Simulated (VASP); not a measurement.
BaTiO3, 5 atoms in the cell. The structure is trigonal, space group R3m (No. 160). Conventional cell: a = 5.549 Å, b = 5.549 Å, c = 6.827 Å, α = 90.00°, β = 90.00°, γ = 120.00°. Ba (site symmetry 3m) has 12 O at 2.71 to 2.85 Å and 8 Ti at 3.34 to 3.48 Å within 3.6 Å. Within 2.5 Å of Ti (site symmetry 3m) lie 6 O at 1.85 to 2.09 Å. O (site symmetry m) has 2 Ti at 1.85 to 2.09 Å within 2.5 Å.  This cell differs from its parent crystal: strain -0.030 along x and y, -0.030 along z.

```yaml
Program: VASP 6.6.1
Task: single point
Functional: PBE
Potentials_or_basis: VASP PAW PBE potentials, release 64 (Ba_sv, Ti_sv, O)
Cutoff: 520 eV
k_mesh: 6 × 6 × 6
Occupations: gaussian, width 0.05 eV
Spin: no spin polarisation
Hubbard_terms: Ti d U = 4.0 eV
Dipole_correction: no
Further_INCAR_settings: ALGO = Normal; EDIFF = 1e-07; NBANDS = 28
```

Potentials or basis: VASP PAW PBE potentials, release 64 (Ba_sv, Ti_sv, O).

Command:

```bash
$ cat potpaw_PBE.64/Ba_sv/POTCAR potpaw_PBE.64/Ti_sv/POTCAR potpaw_PBE.64/O/POTCAR > POTCAR
$ mpirun -np 1 vasp_std > vasp.out
```

Hardware: 1 thread of Intel Xeon 8259CL (shared host).

Problem. Estimate the wall time of this run.

Solution. Wall time 2.3 min on 1 thread of Intel Xeon 8259CL, with other jobs on the host, peak memory 0.2 GiB. Counts: scf iterations 17, k points 32.
